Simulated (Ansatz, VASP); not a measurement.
# Two plane-wave programs on NiMoIrPdW

File INCAR:

```
PREC = Accurate
ENCUT = 520
EDIFF = 1E-7
ISMEAR = 0
SIGMA = 0.1
LREAL = F
LASPH = T
NELM = 60
ALGO = Fast
ISIF = 2
LWAVE = F
LCHARG = T
GGA = PE
LELF = T
LVHAR = T
NBANDS = 36
```

The input KPOINTS:

```
regular mesh
0
Gamma
  6 6 2
```

The input POSCAR:

```
NiMoIrPdW
1.0
    2.7661650553      0.0000000000      0.0000000000
   -1.3830825276      2.3955692089      0.0000000000
    0.0000000000      0.0000000000     11.0229250000
Ni Mo Pd Ir W
1 1 1 1 1
Direct
    0.3333333333      0.6666666667      0.5971200000
    0.0000000000      0.0000000000      0.4107420000
    0.6666666667      0.3333333333      0.7951950000
    0.6666666667      0.3333333333      0.1995980000
    0.3333333333      0.6666666667      0.9973440000
```

Input for Ansatz:

```yaml
crystal:
  lattice:
    - [2.7661650553, 0.0, 0.0]
    - [-1.3830825276, 2.3955692089, 0.0]
    - [0.0, 0.0, 11.022925]
  atoms:
    - { symbol: Ni, position: [0.3333333333, 0.6666666667, 0.59712] }
    - { symbol: Mo, position: [0.0, 0.0, 0.410742] }
    - { symbol: Pd, position: [0.6666666667, 0.3333333333, 0.795195] }
    - { symbol: Ir, position: [0.6666666667, 0.3333333333, 0.199598] }
    - { symbol: W, position: [0.3333333333, 0.6666666667, 0.997344] }
basis:
  ecutwfc: 420
kpoints:
  mp_grid: { grid: [6, 6, 2] }
hamiltonian:
  xc: pbe
scf:
  occupations: { method: gaussian, width: 0.1 }
  lower_state_search: "off"
output:
  forces: true
  stress: true
  eigenvalues: true
```

Alike in both runs: task single point; functional PBE; k mesh 6 × 6 × 2; occupations gaussian, width 0.1 eV; no spin polarisation.

|  | VASP | Ansatz |
| --- | --- | --- |
| version | VASP 6.6.1 | Ansatz 0.2.0 |
| potentials or method | VASP PAW PBE potentials, release 64 (Ni, Mo_sv, Pd, Ir, W_sv), cutoff 520 eV | scalar-relativistic, plane waves, PAW |
| valence electrons in the cell | 57 | 81 |

|  | VASP | Ansatz | Ansatz less VASP |
| --- | --- | --- | --- |
| gap on the k mesh at the Fermi level (eV) | none | none | - |
| pressure (GPa) | 0.1 | -0.3 | -0.37 |
| traceless stress, the component that is largest in VASP (GPa) | -0.76 | -0.68 | +0.081 |
| rms of the force components (eV/Å) | 0.145 | 0.149 | +0.0042 |

Atom by atom the forces differ by 0.012 eV/Å (rms over components). A gap of «none» marks a metal or a gap that the smearing closes. VASP's potentials hold 57 valence electrons a cell and Ansatz's 81, so a difference there can come from the potentials and not from the codes.

The k mesh is coarse, so the values compare programs but aren't converged. Spin-orbit coupling is off throughout.
